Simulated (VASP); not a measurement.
# Si8O14F (a cell with a defect) in VASP: notebook

The runs below take Si8O14F (a cell with a defect) through single point, with PBE.

All numbers are computed with VASP 6.6.1; they aren't measurements. Logs are shortened: lines on timing, memory, paths and dates and some standing lists are left out, and cuts for length are marked.

**1. The cell of the first run**

The cell holds a defect, 23 atoms: a = 5.908 Å, b = 5.908 Å, c = 5.331 Å, α = 90.00°, β = 90.00°, γ = 90.00°.

**2. Single point, PBE**

Input file INCAR:

```
  PREC = Accurate
  ENCUT = 520
  EDIFF = 1E-6
  ISMEAR = 0
  SIGMA = 0.05
  LREAL = Auto
  LASPH = T
  NELM = 100
  ALGO = Normal
  ISIF = 2
  LWAVE = F
  LCHARG = T
  GGA = PE
  LELF = T
  LVHAR = T
  NELECT = 122.0
  NBANDS = 78
```

Input file KPOINTS:

```
regular mesh
0
Gamma
  2 2 2
```

Input file POSCAR:

```
Si8O14F
1.0
   -4.1773000000     -4.1773000000      0.0000000000
    4.1773000000     -4.1773000000      0.0000000000
    0.0000000000      0.0000000000      5.3310000000
Si O F
8 14 1
Direct
    0.5003489766      0.4847520969     -0.0060873962
    0.0003495664      0.4992586743      0.2502550283
    0.5003461623      0.4844795039      0.5064338552
    0.0003610324      0.4954514294      0.7502476940
    0.0003783227     -0.0007284639      0.0020828933
    0.5004185641      0.0829035410      0.2502959135
    0.0003773630     -0.0007135355      0.4984584778
    0.5003576523     -0.0113725322      0.7502838640
    0.1992823442      0.4960612144      0.0039315741
    0.0003922288      0.1947294346      0.2502574515
    0.8014152825      0.4960965974      0.0039424366
    0.0003728345      0.8025062876      0.2502719518
    0.1992687735      0.4960712553      0.4965746762
    0.0003862348      0.1939204481      0.7502812844
    0.8014286338      0.4960791882      0.4965682760
    0.0004019318      0.8029074498      0.7502662800
    0.6916691723      0.0049492611      0.0070230769
    0.3091156813      0.0049644171      0.0070375723
    0.6916817701      0.0049460164      0.4935451633
    0.5003586977      0.6878674794      0.7502054166
    0.3091081397      0.0049478512      0.4935261146
    0.5003500436      0.2960368824      0.7503085046
    0.5002934917      0.6775200030      0.2502521911
```

Potentials or basis: VASP PAW PBE potentials, release 64 (Si, O, F).

On the command line:

```sh
$ cat potpaw_PBE.64/Si/POTCAR potpaw_PBE.64/O/POTCAR potpaw_PBE.64/F/POTCAR > POTCAR
$ mpirun -np 1 vasp_std > vasp.out
```

OUTCAR:

```text
PREC = Accurate
   ENCUT = 520
   EDIFF = 1E-6
   ISMEAR = 0
   LREAL = Auto
   LASPH = T
   NELM = 100
   ISIF = 2
   GGA = PE
   NELECT = 122.0

 ion  position               nearest neighbor table
   1  0.500  0.485  0.994-  22 1.71  20 1.77  23 1.78   9 1.78  11 1.78   3 2.60   3 2.73   6 2.74

   2  0.000  0.499  0.250-  15 1.76  13 1.76  11 1.76   9 1.76  12 1.79  10 1.80   4 2.67   4 2.67

   3  0.500  0.484  0.506-  22 1.71  20 1.77  23 1.78  13 1.78  15 1.78   1 2.60   1 2.73   6 2.74

   4  0.000  0.495  0.750-  14 1.78  13 1.79   9 1.79  15 1.79  11 1.79  16 1.82   2 2.67   2 2.67

   5  0.000  0.999  0.002-  10 1.76  12 1.76  14 1.77  16 1.77  17 1.82  18 1.82   7 2.65   7 2.68

   6  0.500  0.083  0.250-  19 1.78  17 1.78  21 1.78  18 1.78  23 2.39   8 2.72   8 2.72   3 2.74
                             1 2.74
   7  0.000  0.999  0.498-  10 1.76  12 1.76  14 1.77  16 1.77  19 1.82  21 1.82   5 2.65   5 2.68

   8  0.500  0.989  0.750-  20 1.78  18 1.78  21 1.78  17 1.78  19 1.78  22 1.82   6 2.72   6 2.72

   9  0.199  0.496  0.004-   2 1.76   1 1.78   4 1.79
  10  0.000  0.195  0.250-   5 1.76   7 1.76   2 1.80
  11  0.801  0.496  0.004-   2 1.76   1 1.78   4 1.79
  12  0.000  0.803  0.250-   5 1.76   7 1.76   2 1.79
  13  0.199  0.496  0.497-   2 1.76   3 1.78   4 1.79
  14  0.000  0.194  0.750-   5 1.77   7 1.77   4 1.78
  15  0.801  0.496  0.497-   2 1.76   3 1.78   4 1.79
  16  0.000  0.803  0.750-   5 1.77   7 1.77   4 1.82
  17  0.692  0.005  0.007-   8 1.78   6 1.78   5 1.82
  18  0.309  0.005  0.007-   8 1.78   6 1.78   5 1.82
  19  0.692  0.005  0.494-   8 1.78   6 1.78   7 1.82
  20  0.500  0.688  0.750-   1 1.77   3 1.77   8 1.78
  21  0.309  0.005  0.494-   8 1.78   6 1.78   7 1.82
  22  0.500  0.296  0.750-   1 1.71   3 1.71   8 1.82
  23  0.500  0.678  0.250-   1 1.78   3 1.78   6 2.39

  LATTYP: Found a simple tetragonal cell.
 ALAT       =     5.9075943141
 C/A-ratio  =     0.9023977810

  Lattice vectors:

 A1 = (  -4.1773000000,  -4.1773000000,   0.0000000000)
 A2 = (   4.1773000000,  -4.1773000000,   0.0000000000)
 A3 = (   0.0000000000,   0.0000000000,   5.3310000000)

Analysis of symmetry for initial positions (statically):
=====================================================================
 Subroutine PRICEL returns:
 Original cell was already a primitive cell.

 Routine SETGRP: Setting up the symmetry group for a
 simple tetragonal supercell.

 Subroutine GETGRP returns: Found  1 space group operations
 (whereof  1 operations were pure point group operations)
 out of a pool of 16 trial point group operations.

The static configuration has the point symmetry C_1 .

Analysis of symmetry for dynamics (positions and initial velocities):
=====================================================================
 Subroutine PRICEL returns:
 Original cell was already a primitive cell.

 Routine SETGRP: Setting up the symmetry group for a
 simple tetragonal supercell.

 Subroutine GETGRP returns: Found  1 space group operations
 (whereof  1 operations were pure point group operations)
 out of a pool of 16 trial point group operations.

The dynamic configuration has the point symmetry C_1 .

 Subroutine INISYM returns: Found  1 space group operations
 (whereof  1 operations are pure point group operations),
 and found     1 'primitive' translations

----------------------------------------------------------------------------------------

                                     Primitive cell

  volume of cell :     186.0501

  direct lattice vectors                    reciprocal lattice vectors
    -4.177300000 -4.177300000  0.000000000    -0.119694540 -0.119694540  0.000000000
     4.177300000 -4.177300000  0.000000000     0.119694540 -0.119694540  0.000000000
     0.000000000  0.000000000  5.331000000     0.000000000  0.000000000  0.187582067

  length of vectors
     5.907594314  5.907594314  5.331000000     0.169273641  0.169273641  0.187582067

  position of ions in fractional coordinates (direct lattice)
     0.500348977  0.484752097  0.993912604
     0.000349566  0.499258674  0.250255028
     0.500346162  0.484479504  0.506433855
     0.000361032  0.495451429  0.750247694
     0.000378323  0.999271536  0.002082893
     0.500418564  0.082903541  0.250295913
[... 15 lines left out ...]
     0.500350044  0.296036882  0.750308505
     0.500293492  0.677520003  0.250252191

  ion indices of the primitive-cell ions
   primitive index   ion index
                 1           1
                 2           2
                 3           3
                 4           4
                 5           5
                 6           6
[... 15 lines left out ...]
                22          22
                23          23

----------------------------------------------------------------------------------------

 KPOINTS: regular mesh

Automatic generation of k-mesh.
 Grid dimensions read from file:
 generate k-points for:    2    2    2

 Generating k-lattice:

  Cartesian coordinates                     Fractional coordinates (reciprocal lattice)
    -0.059847270 -0.059847270  0.000000000     0.500000000  0.000000000  0.000000000
     0.059847270 -0.059847270  0.000000000     0.000000000  0.500000000  0.000000000
     0.000000000  0.000000000  0.093791034     0.000000000  0.000000000  0.500000000

  Length of vectors
     0.084636821  0.084636821  0.093791034

  Shift w.r.t. Gamma in fractional coordinates (k-lattice)
     0.000000000  0.000000000  0.000000000

 Subroutine IBZKPT returns following result:
 ===========================================

 Found      8 irreducible k-points:

 Following reciprocal coordinates:
            Coordinates               Weight
  0.000000  0.000000  0.000000      1.000000
  0.500000  0.000000  0.000000      1.000000
  0.000000  0.500000  0.000000      1.000000
  0.500000  0.500000  0.000000      1.000000
  0.000000  0.000000  0.500000      1.000000
  0.500000  0.000000  0.500000      1.000000
  0.000000  0.500000  0.500000      1.000000
  0.500000  0.500000  0.500000      1.000000
   k-points           NKPTS =      8   k-points in BZ     NKDIM =      8   number of bands    NBANDS=     78
   number of dos      NEDOS =    301   number of ions     NIONS =     23
   total plane-waves  NPLWV =  92160
   dimension x,y,z NGX =    48 NGY =   48 NGZ =   40
   dimension x,y,z NGXF=    96 NGYF=   96 NGZF=   80
   ions per type =               8  14   1
   NGX,Y,Z   is equivalent  to a cutoff of  13.51, 13.51, 12.47 a.u.
   NGXF,Y,Z  is equivalent  to a cutoff of  27.02, 27.02, 24.95 a.u.
 SYSTEM =  unknown system
   PREC   = accura    normal or accurate (medium, high low for compatibility)
   ISTART =      0    job   : 0-new  1-cont  2-samecut
   ICHARG =      2    charge: 1-file 2-atom 10-const
   ISPIN  =      1    spin polarized calculation?
   LNONCOLLINEAR =      F non collinear calculations
   LSORBIT =      F    spin-orbit coupling
   LASPH  =      T    aspherical Exc in radial PAW
   ENCUT  =  520.0 eV  38.22 Ry    6.18 a.u.  10.98 10.98  9.91*2*pi/ulx,y,z
   NELM   =    100;   NELMIN=  2; NELMDL= -5     # of ELM steps
   EDIFF  = 0.1E-05   stopping-criterion for ELM
   LREAL  =      T    real-space projection
   EDIFFG = 0.1E-04   stopping-criterion for IOM
   NSW    =      0    number of steps for IOM
   IBRION =     -1    ionic relax: 0-MD 1-quasi-New 2-CG
   NFREE  =      0    steps in history (QN), initial steepest desc. (CG)
   ISIF   =      2    stress and relaxation
   ISYM   =      2    0-nonsym 1-usesym 2-fastsym
   POTIM  = 0.5000    time-step for ionic-motion
   TEBEG  =    0.0;   TEEND  =   0.0 temperature during run
   PSTRESS=    0.0 pullay stress
   NELECT =     122.0000    total number of electrons
   NUPDOWN=      -1.0000    fix difference up-down
   EMIN   =  10.00;   EMAX   =-10.00  energy-range for DOS
   EFERMI =   0.00;   METHOD = LEGACY
   ISMEAR =     0;   SIGMA  =   0.05  broadening in eV -4-tet -1-fermi 0-gaus
   EFERMI_NEDOS =   21; number of points for ismear=-14 and -15
   IALGO  =     38    algorithm
   IMIX   =      4    mixing-type and parameters
     AMIX     =   0.40;   BMIX     =  1.00
     AMIX_MAG =   1.60;   BMIX_MAG =  1.00
  volume/ion in A,a.u.               =       8.09        54.59
  Fermi-wavevector in a.u.,A,eV,Ry     =   1.422279  2.687717 27.522917  2.022877
  Thomas-Fermi vector in A             =   2.543000
   LORBIT       =      0    0 simple, 1 ext, 2 COOP (PROOUT), +10 PAW based schemes
   GGA     = PE    functional components
   LHFCALC =     F    Hartree Fock is set to
   AEXX    =    0.0000 exact exchange contribution
   IVDW    =     0    specifies the selected vdW correction
   LEPSILON=     F    determine dielectric tensor
   LRPA    =     F    only Hartree local field effects (RPA)
 non-spin polarized calculation
 Gauss-broadening in eV      SIGMA  =   0.05
  energy-cutoff  :      520.00
  volume of cell :      186.05
 maximum number of plane-waves:      5032
 NGX is ok and might be reduce to    48
   NGX = 21   NGY = 21   NGZ = 19

 number of electron     121.9999976 magnetization

 Free energy of the ion-electron system (eV)
  ---------------------------------------------------
  ext. energy  EPLUGINS =         0.00000000
  ---------------------------------------------------
  free energy    TOTEN  =      -179.98460139 eV

  energy without entropy =     -179.98460139  energy(sigma->0) =     -179.98460139

 E-fermi :   8.1678     XC(G=0): -12.0450

 val. band max:        7.9300027730   @ k =   0.5000   0.0000   0.0000
 cond. band min:      11.1293211203   @ k =   0.0000   0.0000   0.5000
 fundamental gap:      3.1993183473
 Fermi energy:         8.1678213732

 k-point     1 :       0.0000    0.0000    0.0000
  band No.  band energies     occupation
      1     -18.0019      2.00000
      2     -14.1922      2.00000
      3     -12.6820      2.00000
      4     -12.6602      2.00000
      5     -11.8506      2.00000
      6     -11.5022      2.00000
[... 65 lines left out ...]
     72      16.6294      0.00000
     73      17.4216      0.00000

 k-point     2 :       0.5000    0.0000    0.0000
  band No.  band energies     occupation
      1     -17.9964      2.00000
      2     -13.8022      2.00000
      3     -13.4824      2.00000
      4     -12.1278      2.00000
      5     -12.0896      2.00000
      6     -11.6719      2.00000
[... 65 lines left out ...]
     72      16.6986      0.00000
     73      16.7537      0.00000

 k-point     3 :       0.0000    0.5000    0.0000
  band No.  band energies     occupation
      1     -17.9982      2.00000
      2     -13.7773      2.00000
      3     -13.4758      2.00000
      4     -12.3107      2.00000
      5     -11.8726      2.00000
      6     -11.7798      2.00000
[... 369 lines left out ...]
     72      17.8723      0.00000
     73      18.1046      0.00000

 k-point     8 :       0.5000    0.5000    0.5000
  band No.  band energies     occupation
      1     -17.9798      2.00000
      2     -13.0939      2.00000
      3     -12.7025      2.00000
      4     -12.6164      2.00000
      5     -12.4754      2.00000
      6     -12.4071      2.00000
[... 65 lines left out ...]
     72      17.9270      0.00000
     73      18.2493      0.00000
 [bands above 73 left out]

------------------------ aborting loop because EDIFF is reached ----------------------------------------

  FORCE on cell =-STRESS in cart. coord.  units (eV):
  Direction    XX          YY          ZZ          XY          YZ          ZX
  --------------------------------------------------------------------------------------
  -------------------------------------------------------------------------------------
  Total       -6.3321698     -6.3268490     -2.2374730     -3.7207717      0.0185816     -0.0157493
  in kB      -54.5297021    -54.4838822    -19.2680767    -32.0415554      0.1600159     -0.1356255
  external PRESSURE =     -42.7605536 kB  Pullay stress =       0.0000000 kB

 VOLUME and BASIS-vectors are now :
 -----------------------------------------------------------------------------
  energy-cutoff  :      520.00
  volume of cell :      186.05
      direct lattice vectors                 reciprocal lattice vectors
    -4.177300000 -4.177300000  0.000000000    -0.119694540 -0.119694540  0.000000000
     4.177300000 -4.177300000  0.000000000     0.119694540 -0.119694540  0.000000000
     0.000000000  0.000000000  5.331000000     0.000000000  0.000000000  0.187582067

 POSITION                                       TOTAL-FORCE (eV/Angst)
 -----------------------------------------------------------------------------------
     -0.06515     -4.11506      5.29855        -0.016502      0.016891      0.001096
      2.08409     -2.08701      1.33411         0.012268     -0.013611      0.002208
     -0.06628     -4.11391      2.69980        -0.011633      0.011433      0.001627
      2.06814     -2.07116      3.99957         0.012201     -0.011928     -0.000106
      4.17268     -4.17584      0.01110        -0.013701      0.011821      0.002569
     -1.74409     -2.43671      1.33433         0.004774     -0.000659      0.001140
[... 15 lines left out ...]
     -0.85348     -3.32675      3.99989        -0.030694      0.029901     -0.001519
      0.74033     -4.92008      1.33409         0.057612     -0.061974     -0.001679
 -----------------------------------------------------------------------------------
    total drift:                               -0.011648      0.009278      0.006372

  FREE ENERGIE OF THE ION-ELECTRON SYSTEM (eV)
  ---------------------------------------------------
  free  energy   TOTEN  =      -179.9846013922 eV

  energy  without entropy=     -179.9846013922  energy(sigma->0) =     -179.98460139
```

Wall time 5.3 min (1 thread of AMD EPYC 7R13, shared host); peak memory 0.29 GiB.

What came out:

```yaml
Free_energy: -179.9846 eV
Largest_force: 0.085 eV/Å
```

Forces in eV/Å, atoms in the order of the input:
```
Si  -0.017  0.017  0.001
Si   0.012 -0.014  0.002
Si  -0.012  0.011  0.002
Si   0.012 -0.012  0.000
Si  -0.014  0.012  0.003
Si   0.005 -0.001  0.001
Si  -0.015  0.013 -0.003
Si  -0.015  0.013 -0.002
O   -0.014 -0.005  0.006
O    0.015 -0.014  0.001
O    0.003  0.014  0.005
O   -0.023  0.020  0.001
O   -0.016 -0.004 -0.005
O    0.003  0.000 -0.001
O    0.005  0.017 -0.005
O   -0.011  0.010  0.001
O   -0.004 -0.019  0.006
O    0.021  0.006  0.007
O   -0.003 -0.019 -0.008
O    0.019 -0.018 -0.002
O    0.021  0.005 -0.006
O   -0.031  0.030 -0.002
F    0.058 -0.062 -0.002
```

Caveat: the k points lie up to 0.59 Å⁻¹ apart; the cell carries a net charge on a neutralising background, which shifts energy and pressure; the cell is charged against a uniform background, so pressure and absolute levels hang on convention.

[end of part 1 of 2]
